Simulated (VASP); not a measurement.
Write the native input for VASP 6.6.1 that does the following.

| Item | Value |
| --- | --- |
| Task | single point |
| Functional | PBE |
| Potentials or basis | VASP PAW PBE potentials, release 64 (Ta_pv, Se) |
| Cutoff | 520 eV |
| k mesh | 6 × 6 × 4 |
| Occupations | gaussian, width 0.1 eV |
| Spin | no spin polarisation |
| Dipole correction | no |
| Further INCAR settings | ALGO = Normal; EDIFF = 1e-07; NBANDS = 35 |

The structure of Ta2Se5 lies in POSCAR:

```
Ta2Se5
1.0
    5.3455193500      0.0000000000      0.0000000000
   -2.6727596700      4.6293555500      0.0000000000
    0.0000000000      0.0000000000      7.2111084100
Ta Se
2 5
Direct
    0.0000000000      0.0000000000      0.8203223000
    0.0000000000      0.0000000000      0.1796777000
    0.3333333300      0.6666666700      0.0000000000
    0.6666666700      0.3333333300      0.0000000000
    0.3333333300      0.6666666700      0.5000000000
    0.6666666700      0.3333333300      0.5000000000
    0.0000000000      0.0000000000      0.5000000000
```

The cell was built from a structure type or drawn by symmetry, and may not be a known phase.

The input as run:

INCAR

```
SYSTEM = Ta2Se5
PREC = Accurate
ENCUT = 520
EDIFF = 1E-7
ISMEAR = 0
SIGMA = 0.1
LREAL = .False.
LASPH = .True.
NELM = 80
ALGO = Normal
ISIF = 2
LWAVE = .False.
LCHARG = .False.
GGA = PE
NBANDS = 35
```

KPOINTS

```
regular mesh
0
Gamma
  6 6 4
  0 0 0
```

Potentials or basis: VASP PAW PBE potentials, release 64 (Ta_pv, Se).

The run is started by

```bash
$ cat potpaw_PBE.64/Ta_pv/POTCAR potpaw_PBE.64/Se/POTCAR > POTCAR
$ mpirun -np 1 vasp_std > vasp.out
```

Results of the run:

| Quantity | Value |
| --- | --- |
| Pressure | -4.9 GPa |
| Largest force | 3.624 eV/Å |
| Band gap on the k mesh | zero (bands 26 and 27 overlap by 0.86 eV) |

Caveat: the cell stands under tension; spin-orbit coupling is left out, which moves the levels of the heavy elements; forces of over 1 eV/Å act on the atoms, so gaps and moduli don't describe the material at rest.

Wall time 96 s on 1 thread of AMD EPYC 9R45 96-Core Processor (Zen 5) (shared host), peak memory 0.31 GiB.
